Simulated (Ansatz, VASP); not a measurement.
## One calculation of TaN, two programs

The input INCAR:

```
SYSTEM = TaN
PREC     = Accurate       ! precision mode
ENCUT    = 520            ! plane-wave cutoff, eV
EDIFF    = 1E-8           ! SCF threshold, eV
ISMEAR   = -1             ! smearing method
SIGMA    = 0.01           ! smearing width, eV
LREAL    = .FALSE.        ! projectors in reciprocal space
LASPH    = .TRUE.         ! aspherical terms in the spheres
NELM     = 100            ! most SCF steps
ALGO     = Normal         ! electronic algorithm
ISIF     = 2              ! what is computed and relaxed
LWAVE    = .FALSE.        ! write WAVECAR
LCHARG   = .FALSE.        ! write CHGCAR
GGA      = PS             ! functional
LEFG     = .TRUE.       
NBANDS   = 33             ! bands
```

File KPOINTS:

```
Automatic mesh
0
G
  6 6 9
  0 0 0
```

The input POSCAR:

```
TaN
1.0
    5.2479608756      0.0000000000      0.0000000000
   -2.6239804377      4.5448674363      0.0000000000
    0.0000000000      0.0000000000      2.9110000000
Ta N
3 3
Direct
    0.3333333333      0.6666666667      0.5000000000
    0.6666666667      0.3333333333      0.5000000000
    0.0000000000      0.0000000000      0.0000000000
    0.3928500000      0.0000000000      0.0000000000
    0.6071500000      0.6071500000      0.0000000000
    0.0000000000      0.3928500000      0.0000000000
```

Input for Ansatz:

```yaml
crystal:
  lattice:
    - [5.2479608756, 0.0, 0.0]
    - [-2.6239804377, 4.5448674363, 0.0]
    - [0.0, 0.0, 2.911]
  atoms:
    - { symbol: Ta, position: [0.3333333333, 0.6666666667, 0.5] }
    - { symbol: Ta, position: [0.6666666667, 0.3333333333, 0.5] }
    - { symbol: Ta, position: [0.0, 0.0, 0.0] }
    - { symbol: "N", position: [0.39285, 0.0, 0.0] }
    - { symbol: "N", position: [0.60715, 0.60715, 0.0] }
    - { symbol: "N", position: [0.0, 0.39285, 0.0] }
kpoints:
  mp_grid: { grid: [6, 6, 9] }
scf:
  occupations: { method: fermi_dirac, width: 0.01 }
hamiltonian:
  xc: pbesol
  pseudopotentials: { kind: all_electron, datasets: crystal }
output:
  forces: true
  stress: true
  eigenvalues: true
  efg: { contact_densities: true }
```

Change from the starting cell: equal xx and yy strain of +1 %, crystal datasets.

Alike in both runs: task electric field gradients; functional PBEsol; k mesh 6 × 6 × 9; occupations fermi-dirac, width 0.01 eV; no spin polarisation.

```csv
,VASP,Ansatz
version,VASP 6.6.1,Ansatz 0.2.0
potentials or method,"VASP PAW PBE potentials, release 64 (Ta_pv, N), cutoff 520 eV","all-electron PAW with datasets made for the crystal, scalar-relativistic"
```

VASP gave:

| Item | Value |
| --- | --- |
| pressure (GPa) | -9.0 |
| traceless stress, the component that is largest in VASP (GPa) | 1.22 |
| rms of the force components (eV/Å) | 0.048 |
| size of Vzz on the site where it differs most (V/Å²) | 157.7 |

**Question.** Which values does Ansatz return?

**Answer.** Pressure (GPa): -9.7; traceless stress, the component that is largest in VASP (GPa): 1.31; rms of the force components (eV/Å): 0.054; size of Vzz on the site where it differs most (V/Å²): 85.5.

VASP's potentials were made for PBE, not for PBEsol. Atom by atom the forces differ by 0.006 eV/Å (rms over components). Ansatz ran all-electron here, and VASP with PAW potentials.

Spin-orbit coupling is off throughout.
